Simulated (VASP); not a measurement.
Wanted: the native input for a VASP 6.6.1 run.

```
Task                   : relaxation of cell and atoms
Functional             : PBE
Potentials or basis    : VASP PAW PBE potentials, release 64 (Y_sv, I)
Cutoff                 : 600 eV
k mesh                 : 4 × 4 × 4
Occupations            : gaussian, width 0.1 eV
Spin                   : no spin polarisation
Dipole correction      : no
Further INCAR settings : ALGO = Normal; EDIFF = 1e-06; IBRION = 2; EDIFFG = -0.04; NSW = 90; ISIF = 3
```

The structure of Y4I lies in POSCAR:

```
Y4I
1.0
    5.3525333700      0.0000000000      0.0000000000
    0.0000000000      5.3525333700      0.0000000000
    0.0000000000      0.0000000000      5.3525333700
Y I
4 1
Direct
    0.2500000000      0.2500000000      0.2500000000
    0.7500000000      0.7500000000      0.2500000000
    0.2500000000      0.7500000000      0.7500000000
    0.7500000000      0.2500000000      0.7500000000
    0.0000000000      0.0000000000      0.0000000000
```

The cell was built from a structure type or drawn by symmetry, and may not be a known phase.

These files were run (other wordings do the same):

INCAR

```
SYSTEM = Y4I
ALGO     = Normal         ! electronic algorithm
EDIFF    = 1E-6           ! SCF threshold, eV
EDIFFG   = -0.04          ! ionic threshold
ENCUT    = 600            ! plane-wave cutoff, eV
GGA      = PE             ! functional
IBRION   = 2              ! ionic algorithm
ISIF     = 3              ! what is computed and relaxed
ISMEAR   = 0              ! smearing method
LASPH    = .TRUE.         ! aspherical terms in the spheres
LCHARG   = .FALSE.        ! write CHGCAR
LREAL    = .FALSE.        ! projectors in reciprocal space
LWAVE    = .FALSE.        ! write WAVECAR
NELM     = 80             ! most SCF steps
NSW      = 90             ! ionic steps
PREC     = Accurate       ! precision mode
SIGMA    = 0.1            ! smearing width, eV
```

KPOINTS

```
k-points
0
G
  4 4 4
  0 0 0
```

Potentials or basis: VASP PAW PBE potentials, release 64 (Y_sv, I).

Launch:

```console
$ cat potpaw_PBE.64/Y_sv/POTCAR potpaw_PBE.64/I/POTCAR > POTCAR
$ mpirun -np 1 vasp_std > vasp.out
```

It gave:

The relaxed volume is 39.62 Å³/atom, the relaxed cell is a = 5.830 Å, b = 5.830 Å, c = 5.830 Å, α = 90.00°, β = 90.00°, γ = 90.00° and the space group after relaxing (to 0.1 Å) is P-43m (No. 215). The energy gained by relaxing is 1633.4 meV/atom and the ionic steps are 12. The pressure after relaxing is 0.0 GPa and the band gap on the k mesh is zero (an odd number of electrons rules out a gap without spin polarisation).

Caveat: the volume moved by over 15 % at a fixed basis, so the end points are rough; spin-orbit coupling is left out, which moves the levels of the heavy elements; an odd number of electrons without spin polarisation forces a metal; a magnetic or distorted state may lie lower.

It took 7.5 min on 1 thread of AMD EPYC 9R45 96-Core Processor (Zen 5), on a shared host, peak memory 0.35 GiB.
